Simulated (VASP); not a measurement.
Runs of VASP 6.6.1 on AlN. The structure is that of space group F-43m (No. 216), or close to it. The cells are those of the table. 

```tsv
level	cell	k mesh	cutoff (eV)	grid for exact exchange (PRECFOCK)	screening parameter	gap on the mesh (eV)	pressure (GPa)	largest force (eV/Å)
PBEsol	a = 3.081, b = 4.357, c = 3.103 Å, 4 atoms	6 × 4 × 6	520	-	-	3.15	1.4	-
PBEsol	a = 3.081, b = 4.357, c = 3.107 Å, 4 atoms	6 × 4 × 6	520	-	-	3.15	1.2	0.08
HSE06	a = 3.081, b = 4.357, c = 3.103 Å, 4 atoms	4 × 3 × 4	520	Normal	0.2079 1/Å	(b)	(a)	0.01
r2SCAN	a = 3.081, b = 4.357, c = 3.103 Å, 4 atoms	4 × 3 × 4	580	-	-	3.89	0.0	0.01
```

Alike in all rows: task single point; potentials or basis VASP PAW PBE potentials, release 64 (Al, N); no spin polarisation; smearing fermi-dirac 0.05 eV.

**Question.** Fill in the values left out.

**Answer.** (a) -0.5; (b) 4.52.

Caveats: some runs use coarse meshes; the PAW data sets were made with another functional, which shifts forces and pressure a little.

A k mesh can miss the band edges.
